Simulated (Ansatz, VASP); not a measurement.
**InSb3: VASP beside Ansatz**

```
In Sb
1.0
     0.00000    3.90016    3.90016
     3.90016    0.00000    3.90016
     3.90016    3.90016    0.00000
In Sb
1 3
Cartesian
  0.0000 0.0000 0.0000
  1.9501 1.9501 1.9501
  5.8502 5.8502 5.8502
  3.9002 3.9002 3.9002
```

Alike in both runs: task single point; functional PBE; k mesh 10 × 10 × 10; occupations gaussian, width 0.1 eV; no spin polarisation.

|  | VASP | Ansatz |
| --- | --- | --- |
| version | VASP 6.6.1 | Ansatz 0.2.0 |
| potentials or method | VASP PAW PBE potentials, release 64 (In_d, Sb), cutoff 520 eV | scalar-relativistic, plane waves, PAW |
| valence electrons in the cell | 28 | 58 |

```tsv
	VASP	Ansatz	Ansatz less VASP
gap on the k mesh at the Fermi level (eV)	none	none	-
pressure (GPa)	-3.7	-3.6	+0.10
```

A gap of «none» marks a metal or a gap that the smearing closes. VASP's potentials hold 28 valence electrons a cell and Ansatz's 58, so a difference there can come from the potentials and not from the codes.

Spin-orbit coupling is off throughout.
